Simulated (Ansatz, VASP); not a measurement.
# Sb: VASP beside Ansatz

File INCAR:

```
ALGO = Normal ; EDIFF = 1E-6
EDIFFG = -0.005 ; ENCUT = 600
GGA = PE ; IBRION = 2
ISIF = 3 ; ISMEAR = -1
LASPH = T ; LCHARG = F
LREAL = F ; LWAVE = F
NELM = 100 ; NSW = 100
PREC = Accurate ; SIGMA = 0.05
```

Contents of KPOINTS:

```
k-points
0
Gamma
  13 13 7
```

File POSCAR:

```
Sb
1.0
    2.9118564607      0.0000000000      0.0000000000
   -1.4559282303      2.5217416671      0.0000000000
    0.0000000000      0.0000000000      4.7172074663
Sb
2
Direct
    0.3333333333      0.6666666667      0.2500000000
    0.6666666667      0.3333333333      0.7500000000
```

Input for Ansatz:

```yaml
crystal:
  lattice:
    - [2.9118564607, 0.0, 0.0]
    - [-1.4559282303, 2.5217416671, 0.0]
    - [0.0, 0.0, 4.7172074663]
  atoms:
    - { symbol: Sb, position: [0.3333333333, 0.6666666667, 0.25] }
    - { symbol: Sb, position: [0.6666666667, 0.3333333333, 0.75] }
kpoints:
  mp_grid: { grid: [13, 13, 7] }
scf:
  occupations: { method: fermi_dirac, width: 0.05 }
hamiltonian:
  xc: pbe
  pseudopotentials: { kind: paw }
output:
  forces: true
  stress: true
relax:
  f_tol: 0.005
  max_steps: 80
  cell: {}
```

Alike in both runs: task relaxation of cell and atoms; functional PBE; k mesh 13 × 13 × 7; occupations fermi-dirac, width 0.05 eV; no spin polarisation.

```csv
,VASP,Ansatz
version,VASP 6.6.1,Ansatz 0.2.0
potentials or method,"VASP PAW PBE potentials, release 64 (Sb)","PAW with Ansatz's default frozen-core files, scalar-relativistic"
plane-wave cutoff (eV),600,420
valence electrons in the cell,10,30
```

Ansatz gave:

| Quantity | Value |
| --- | --- |
| relaxed volume (Å³/atom) | 27.44 |
| relaxed length of the cell vector where the two differ most in proportion (Å) | 5.304 |

Question: Estimate VASP's values.

Answer: Relaxed volume (Å³/atom): 27.36; relaxed length of the cell vector where the two differ most in proportion (Å): 5.296.

VASP's potentials hold 10 valence electrons a cell and Ansatz's 30, so a difference there can come from the potentials and not from the codes.

Spin-orbit coupling is off throughout. Noted on VASP's run: the volume moved by over 15 % at a fixed basis, so the end points are rough.
